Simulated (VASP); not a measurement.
# Pt (Fd-3m) in VASP: further runs

The runs below take Pt through single point, relaxation of cell and atoms, with PBEsol.

Program: VASP 6.6.1. These are calculated values, not measurements. Logs are shortened: lines on timing, memory, paths and dates and some standing lists are left out, and cuts for length are marked.

## (1) The cell of the first run

It takes space group Fd-3m (No. 227, cubic). Conventional cell: a = 5.693 Å, b = 5.693 Å, c = 5.693 Å, α = 90.00°, β = 90.00°, γ = 90.00°. Pt (site symmetry -43m) has 4 Pt at 2.46 Å within 3.3 Å.

This isn't the form of Pt at room conditions, which is fcc.

## (2) Single point, PBEsol

INCAR reads:

```
ALGO = Normal
EDIFF = 1E-6
ENCUT = 500
GGA = PS
GGA_COMPAT = False
ISIF = 2
ISMEAR = -1
LASPH = True
LCHARG = False
LREAL = False
LWAVE = False
NBANDS = 17
NELM = 120
PREC = Accurate
SIGMA = 0.1
```

KPOINTS reads:

```
k-points
0
Gamma
  14 14 14
```

POSCAR reads:

```
Pt
1.0
    0.0000000000      2.8463142039      2.8463142039
    2.8463142039      0.0000000000      2.8463142039
    2.8463142039      2.8463142039      0.0000000000
Pt
2
Direct
    1.0000000000      1.0000000000      1.0000000000
    0.2500000000      0.2500000000      0.2500000000
```

Potentials or basis: VASP PAW PBE potentials, release 64 (Pt).

On the command line:

```
$ cat potpaw_PBE.64/Pt/POTCAR > POTCAR
$ mpirun -np 1 vasp_std > vasp.out
```

OUTCAR:

```text
EDIFF = 1E-6
   ENCUT = 500
   GGA = PS
   ISIF = 2
   ISMEAR = -1
   LASPH = True
   LREAL = False
   NELM = 120
   PREC = Accurate

 ion  position               nearest neighbor table
   1  0.000  0.000  0.000-   2 2.46   2 2.46   2 2.46   2 2.46
   2  0.250  0.250  0.250-   1 2.46   1 2.46   1 2.46   1 2.46

  LATTYP: Found a face centered cubic cell.
 ALAT       =     5.6926284078

  Lattice vectors:

 A1 = (   0.0000000000,   2.8463142039,   2.8463142039)
 A2 = (   2.8463142039,   0.0000000000,   2.8463142039)
 A3 = (   2.8463142039,   2.8463142039,   0.0000000000)

Analysis of symmetry for initial positions (statically):
=====================================================================
 Subroutine PRICEL returns:
 Original cell was already a primitive cell.

 Routine SETGRP: Setting up the symmetry group for a
 face centered cubic supercell.

 Subroutine GETGRP returns: Found 48 space group operations
 (whereof 24 operations were pure point group operations)
 out of a pool of 48 trial point group operations.

The static configuration has the point symmetry T_d .
 The point group associated with its full space group is O_h .

Analysis of symmetry for dynamics (positions and initial velocities):
=====================================================================
 Subroutine PRICEL returns:
 Original cell was already a primitive cell.

 Routine SETGRP: Setting up the symmetry group for a
 face centered cubic supercell.

 Subroutine GETGRP returns: Found 48 space group operations
 (whereof 24 operations were pure point group operations)
 out of a pool of 48 trial point group operations.

The dynamic configuration has the point symmetry T_d .
 The point group associated with its full space group is O_h .

 Subroutine INISYM returns: Found 48 space group operations
 (whereof 24 operations are pure point group operations),
 and found     1 'primitive' translations

----------------------------------------------------------------------------------------

                                     Primitive cell

  volume of cell :      46.1189

  direct lattice vectors                    reciprocal lattice vectors
     0.000000000  2.846314204  2.846314204    -0.175665778  0.175665778  0.175665778
     2.846314204  0.000000000  2.846314204     0.175665778 -0.175665778  0.175665778
     2.846314204  2.846314204  0.000000000     0.175665778  0.175665778 -0.175665778

  length of vectors
     4.025296150  4.025296150  4.025296150     0.304262053  0.304262053  0.304262053

  position of ions in fractional coordinates (direct lattice)
     0.000000000  0.000000000  0.000000000
     0.250000000  0.250000000  0.250000000

  ion indices of the primitive-cell ions
   primitive index   ion index
                 1           1
                 2           2

----------------------------------------------------------------------------------------

 KPOINTS: k-points

Automatic generation of k-mesh.
 Grid dimensions read from file:
 generate k-points for:   14   14   14

 Generating k-lattice:

  Cartesian coordinates                     Fractional coordinates (reciprocal lattice)
    -0.012547556  0.012547556  0.012547556     0.071428571  0.000000000  0.000000000
     0.012547556 -0.012547556  0.012547556     0.000000000  0.071428571  0.000000000
     0.012547556  0.012547556 -0.012547556     0.000000000  0.000000000  0.071428571

  Length of vectors
     0.021733004  0.021733004  0.021733004

  Shift w.r.t. Gamma in fractional coordinates (k-lattice)
     0.000000000  0.000000000  0.000000000

 Subroutine IBZKPT returns following result:
 ===========================================

 Found    104 irreducible k-points:

 Following reciprocal coordinates:
            Coordinates               Weight
  0.000000  0.000000  0.000000      1.000000
  0.071429  0.000000  0.000000      8.000000
  0.142857  0.000000  0.000000      8.000000
  0.214286  0.000000  0.000000      8.000000
  0.285714  0.000000  0.000000      8.000000
  0.357143  0.000000  0.000000      8.000000
[... 16 lines left out ...]
  0.214286  0.142857  0.000000     24.000000
  0.285714  0.142857  0.000000     24.000000
 [... further k-points ...]
   k-points           NKPTS =    104   k-points in BZ     NKDIM =    104   number of bands    NBANDS=     17
   number of dos      NEDOS =    301   number of ions     NIONS =      2
   total plane-waves  NPLWV =  27000
   dimension x,y,z NGX =    30 NGY =   30 NGZ =   30
   dimension x,y,z NGXF=    60 NGYF=   60 NGZF=   60
   ions per type =               2
   NGX,Y,Z   is equivalent  to a cutoff of  12.39, 12.39, 12.39 a.u.
   NGXF,Y,Z  is equivalent  to a cutoff of  24.78, 24.78, 24.78 a.u.
 SYSTEM =  unknown system
   PREC   = accura    normal or accurate (medium, high low for compatibility)
   ISTART =      0    job   : 0-new  1-cont  2-samecut
   ICHARG =      2    charge: 1-file 2-atom 10-const
   ISPIN  =      1    spin polarized calculation?
   LNONCOLLINEAR =      F non collinear calculations
   LSORBIT =      F    spin-orbit coupling
   LASPH  =      T    aspherical Exc in radial PAW
   ENCUT  =  500.0 eV  36.75 Ry    6.06 a.u.   7.34  7.34  7.34*2*pi/ulx,y,z
   NELM   =    120;   NELMIN=  2; NELMDL= -5     # of ELM steps
   EDIFF  = 0.1E-05   stopping-criterion for ELM
   LREAL  =      F    real-space projection
   EDIFFG = 0.1E-04   stopping-criterion for IOM
   NSW    =      0    number of steps for IOM
   IBRION =     -1    ionic relax: 0-MD 1-quasi-New 2-CG
   NFREE  =      0    steps in history (QN), initial steepest desc. (CG)
   ISIF   =      2    stress and relaxation
   ISYM   =      2    0-nonsym 1-usesym 2-fastsym
   POTIM  = 0.5000    time-step for ionic-motion
   TEBEG  =    0.0;   TEEND  =   0.0 temperature during run
   PSTRESS=    0.0 pullay stress
   NELECT =      20.0000    total number of electrons
   NUPDOWN=      -1.0000    fix difference up-down
   EMIN   =  10.00;   EMAX   =-10.00  energy-range for DOS
   EFERMI =   0.00;   METHOD = LEGACY
   ISMEAR =    -1;   SIGMA  =   0.10  broadening in eV -4-tet -1-fermi 0-gaus
   EFERMI_NEDOS =   21; number of points for ismear=-14 and -15
   IALGO  =     38    algorithm
   IMIX   =      4    mixing-type and parameters
     AMIX     =   0.40;   BMIX     =  1.00
     AMIX_MAG =   1.60;   BMIX_MAG =  1.00
  volume/ion in A,a.u.               =      23.06       155.61
  Fermi-wavevector in a.u.,A,eV,Ry     =   1.239154  2.341662 20.891786  1.535503
  Thomas-Fermi vector in A             =   2.373649
   LORBIT       =      0    0 simple, 1 ext, 2 COOP (PROOUT), +10 PAW based schemes
   GGA     = PS    functional components
   LHFCALC =     F    Hartree Fock is set to
   AEXX    =    0.0000 exact exchange contribution
   IVDW    =     0    specifies the selected vdW correction
   LEPSILON=     F    determine dielectric tensor
   LRPA    =     F    only Hartree local field effects (RPA)
 non-spin polarized calculation
  energy-cutoff  :      500.00
  volume of cell :       46.12
 maximum number of plane-waves:      1211
 NGX is ok and might be reduce to    30
   NGX = 15   NGY = 15   NGZ = 15

 number of electron      20.0000002 magnetization

 Free energy of the ion-electron system (eV)
  ---------------------------------------------------
  ext. energy  EPLUGINS =         0.00000000
  ---------------------------------------------------
  free energy    TOTEN  =       -11.44956731 eV

  energy without entropy =      -11.30326276  energy(sigma->0) =      -11.37641504

 E-fermi :   5.3897     XC(G=0): -10.8539

 val. band max:        5.3800151967   @ k =   0.0714   0.0714   0.0000
 cond. band min:       5.3974725237   @ k =  -0.3571   0.3571   0.0714
 fundamental gap:      0.0174573270
 Fermi energy:         5.3897264134

 k-point     1 :       0.0000    0.0000    0.0000
  band No.  band energies     occupation
      1      -1.9687      2.00000
      2       0.6675      2.00000
      3       0.6675      2.00000
      4       0.8430      2.00000
      5       0.8430      2.00000
      6       0.8430      2.00000
[... 9 lines left out ...]
     16      17.2247      0.00000
     17      18.1490      0.00000

 k-point     2 :       0.0714    0.0000    0.0000
  band No.  band energies     occupation
      1      -1.8897      2.00000
      2       0.5795      2.00000
      3       0.5795      2.00000
      4       0.8352      2.00000
      5       0.9582      2.00000
      6       0.9582      2.00000
[... 9 lines left out ...]
     16      16.8844      0.00000
     17      18.5685      0.00000

 k-point     3 :       0.1429    0.0000    0.0000
  band No.  band energies     occupation
      1      -1.6607      2.00000
      2       0.4823      2.00000
      3       0.4823      2.00000
      4       0.8145      2.00000
      5       1.1236      2.00000
      6       1.1236      2.00000
[... 9 lines left out ...]
     16      17.3140      0.00000
     17      18.3551      0.00000

 k-point     4 :       0.2143    0.0000    0.0000
  band No.  band energies     occupation
      1      -1.3084      2.00000
      2       0.4364      2.00000
      3       0.4364      2.00000
      4       0.7863      2.00000
      5       1.2423      2.00000
      6       1.2423      2.00000
[... 9 lines left out ...]
     16      17.6243      0.00000
     17      18.6775      0.00000
[... 343 lines left out ...]
      1      -1.5510      2.00000
      2       0.2363      2.00000
      3       0.8269      2.00000
      4       0.8269      2.00000
      5       0.8637      2.00000
      6       1.3629      2.00000
[... 9 lines left out ...]
     16      16.1469      0.00000
     17      19.2224      0.00000

 k-point    23 :       0.2143    0.1429    0.0000
  band No.  band energies     occupation
      1      -1.2799      2.00000
      2       0.1542      2.00000
      3       0.7641      2.00000
      4       0.8031      2.00000
      5       1.0194      2.00000
      6       1.5133      2.00000
[... 9 lines left out ...]
     16      16.0285      0.00000
     17      19.3818      0.00000

 k-point    24 :       0.2857    0.1429    0.0000
  band No.  band energies     occupation
      1      -0.9051      2.00000
      2       0.1240      2.00000
      3       0.7353      2.00000
      4       0.7514      2.00000
      5       1.1259      2.00000
      6       1.6227      2.00000
[... 9 lines left out ...]
     16      16.9300      0.00000
     17      19.3946      0.00000

 [... further k-points ...]

------------------------ aborting loop because EDIFF is reached ----------------------------------------

  FORCE on cell =-STRESS in cart. coord.  units (eV):
  Direction    XX          YY          ZZ          XY          YZ          ZX
  --------------------------------------------------------------------------------------
  -------------------------------------------------------------------------------------
  Total       -0.1212077     -0.1212077     -0.1212077      0.0000000      0.0000000      0.0000000
  in kB       -4.2107782     -4.2107782     -4.2107782      0.0000000      0.0000000      0.0000000
  external PRESSURE =      -4.2107782 kB  Pullay stress =       0.0000000 kB

 VOLUME and BASIS-vectors are now :
 -----------------------------------------------------------------------------
  energy-cutoff  :      500.00
  volume of cell :       46.12
      direct lattice vectors                 reciprocal lattice vectors
     0.000000000  2.846314204  2.846314204    -0.175665778  0.175665778  0.175665778
     2.846314204  0.000000000  2.846314204     0.175665778 -0.175665778  0.175665778
     2.846314204  2.846314204  0.000000000     0.175665778  0.175665778 -0.175665778

 POSITION                                       TOTAL-FORCE (eV/Angst)
 -----------------------------------------------------------------------------------
      0.00000      0.00000      0.00000        -0.000000      0.000000      0.000000
      1.42316      1.42316      1.42316         0.000000     -0.000000     -0.000000
 -----------------------------------------------------------------------------------
    total drift:                                0.000000     -0.000000      0.000000

  FREE ENERGIE OF THE ION-ELECTRON SYSTEM (eV)
  ---------------------------------------------------
  free  energy   TOTEN  =       -11.4495673125 eV

  energy  without entropy=      -11.3032627600  energy(sigma->0) =      -11.37641504
```

Wall time 31 s (1 thread of AMD EPYC 9R45 (Zen 5), shared host); peak memory 0.18 GiB.

What came out:

```
Free energy            : -11.4496 eV
Pressure               : -0.4 GPa
Band gap on the k mesh : zero (bands 10 and 11 overlap by 0.64 eV)
```

Caveat: the PAW data sets were made with another functional, which shifts forces and pressure a little; spin-orbit coupling is left out, which moves the levels of the heavy elements.

## (3) Relaxation of cell and atoms, PBEsol

This run uses another cell than the first one, of 19.57 Å³/atom.

INCAR reads:

```
ALGO = Normal
EDIFF = 1E-7
EDIFFG = -0.03
ENCUT = 500
GGA = PS
GGA_COMPAT = F
IBRION = 2
ISIF = 3
ISMEAR = -1
LASPH = T
LCHARG = F
LREAL = F
LWAVE = F
NELM = 120
NELMIN = 4
NSW = 80
PREC = Accurate
SIGMA = 0.1
```

KPOINTS is that of step 2.

POSCAR reads:

```
Pt
1.0
    0.0000000000      2.6950000000      2.6950000000
    2.6950000000      0.0000000000      2.6950000000
    2.6950000000      2.6950000000      0.0000000000
Pt
2
Direct
    1.0000000000      1.0000000000      1.0000000000
    0.2500000000      0.2500000000      0.2500000000
```

Potentials or basis: VASP PAW PBE potentials, release 64 (Pt).

On the command line:

```
$ cat potpaw_PBE.64/Pt/POTCAR > POTCAR
$ mpirun -np 1 vasp_std > vasp.out
```

OUTCAR:

```text
EDIFF = 1E-7
   EDIFFG = -0.03
   ENCUT = 500
   GGA = PS
   IBRION = 2
   ISIF = 3
   ISMEAR = -1
   LASPH = T
   LREAL = F
   NELM = 120
   NELMIN = 4
   NSW = 80
   PREC = Accurate

 ion  position               nearest neighbor table
   1  0.000  0.000  0.000-   2 2.33   2 2.33   2 2.33   2 2.33
   2  0.250  0.250  0.250-   1 2.33   1 2.33   1 2.33   1 2.33

  LATTYP: Found a face centered cubic cell.
 ALAT       =     5.3900000000

  Lattice vectors:

 A1 = (   0.0000000000,   2.6950000000,   2.6950000000)
 A2 = (   2.6950000000,   0.0000000000,   2.6950000000)
 A3 = (   2.6950000000,   2.6950000000,   0.0000000000)

Analysis of symmetry for initial positions (statically):
=====================================================================
 Subroutine PRICEL returns:
 Original cell was already a primitive cell.

 Routine SETGRP: Setting up the symmetry group for a
[... 225 lines left out ...]
      9       0.4900      1.99996
     10       1.4504      1.56984
     11       1.4504      1.56984
     12       9.5961      0.00000
     13      10.7178      0.00000
     14      10.7178      0.00000
[... 498 lines left out ...]
--------------------------------------- Ionic step        5  -------------------------------------------

 number of electron      19.9999996 magnetization

 Free energy of the ion-electron system (eV)
  ---------------------------------------------------
  ext. energy  EPLUGINS =         0.00000000
  ---------------------------------------------------
  free energy    TOTEN  =       -11.44762552 eV

  energy without entropy =      -11.30187017  energy(sigma->0) =      -11.37474784

 E-fermi :   5.4247     XC(G=0): -10.8683

 val. band max:        5.4161044455   @ k =   0.0714   0.0714   0.0000
 cond. band min:       5.4329035243   @ k =  -0.3571   0.3571   0.0714
 fundamental gap:      0.0167990788
 Fermi energy:         5.4247418973

 k-point     1 :       0.0000    0.0000    0.0000
  band No.  band energies     occupation
      1      -1.9548      2.00000
      2       0.6832      2.00000
      3       0.6832      2.00000
      4       0.8615      2.00000
      5       0.8615      2.00000
      6       0.8615      2.00000
      7       3.4501      2.00000
      8       3.4501      2.00000
      9       3.4501      2.00000
     10       5.3573      1.32483
     11       5.3573      1.32483
     12      16.0073      0.00000
     13      16.0168      0.00000
     14      17.2808      0.00000
[... 420 lines left out ...]
  FREE ENERGIE OF THE ION-ELECTRON SYSTEM (eV)
  ---------------------------------------------------
  free  energy   TOTEN  =       -11.4476255166 eV

  energy  without entropy=      -11.3018701718  energy(sigma->0) =      -11.37474784

 reached required accuracy - stopping structural energy minimisation
```

OSZICAR:

```text
N       E                     dE             d eps       ncg     rms          rms(c)
DAV:   1     0.103739418206E+03    0.10374E+03   -0.10028E+04  3040   0.127E+03
DAV:   2    -0.937312570428E+01   -0.11311E+03   -0.10822E+03  3422   0.263E+02
[... 47 lines left out ...]
DAV:   1    -0.114557348813E+02   -0.87352E-02   -0.14374E-01  2960   0.359E+00    0.551E-01
DAV:   2    -0.114476130105E+02    0.81219E-02   -0.29946E-02  2960   0.137E+00    0.208E-01
DAV:   3    -0.114475877256E+02    0.25285E-04   -0.43546E-04  2990   0.149E-01    0.142E-01
DAV:   4    -0.114476248453E+02   -0.37120E-04   -0.10660E-04  3104   0.639E-02    0.481E-03
DAV:   5    -0.114476251205E+02   -0.27523E-06   -0.54656E-06  3222   0.179E-02    0.302E-03
DAV:   6    -0.114476255326E+02   -0.41207E-06   -0.35258E-07  3194   0.496E-03    0.968E-04
DAV:   7    -0.114476255166E+02    0.15977E-07   -0.18352E-08  1522   0.121E-03
   5 F= -.11447626E+02 E0= -.11374748E+02  d E =-.593762E+00
```

CONTCAR:

```text
Pt
   1.00000000000000
     0.0000000000000000    2.8437814355601150    2.8437814355601150
     2.8437814355601150    0.0000000000000000    2.8437814355601150
     2.8437814355601150    2.8437814355601150   -0.0000000000000000
  Pt
     2
Direct
     0.0000000000000000    0.0000000000000000    0.0000000000000000
     0.2500000000000000    0.2500000000000000    0.2500000000000000

  0.00000000E+00  0.00000000E+00  0.00000000E+00
  0.00000000E+00  0.00000000E+00  0.00000000E+00
```

Run time: 1.7 min. Hardware: 1 thread of AMD EPYC 9R45 (Zen 5), shared host; peak memory 0.16 GiB.

What came out:

```yaml
Free_energy: -11.4476 eV
Relaxed_volume: 23.00 Å³/atom
Relaxed_cell: a = 4.022 Å, b = 4.022 Å, c = 4.022 Å, α = 60.00°, β = 60.00°, γ = 60.00°
Space_group_after_relaxing_to_0.1_Å: Fd-3m (No. 227)
Pressure_after_relaxing: 0.0 GPa
Band_gap_on_the_k_mesh: zero (bands 10 and 11 overlap by 0.64 eV)
```

Final structure:
```
Pt
1.0
     0.00000    2.84378    2.84378
     2.84378    0.00000    2.84378
     2.84378    2.84378    0.00000
Pt
2
Direct
  0.00000 0.00000 0.00000
  0.25000 0.25000 0.25000
```

Caveat: the volume moved by over 15 % at a fixed basis, so the end points are rough; the PAW data sets were made with another functional, which shifts forces and pressure a little; spin-orbit coupling is left out, which moves the levels of the heavy elements.
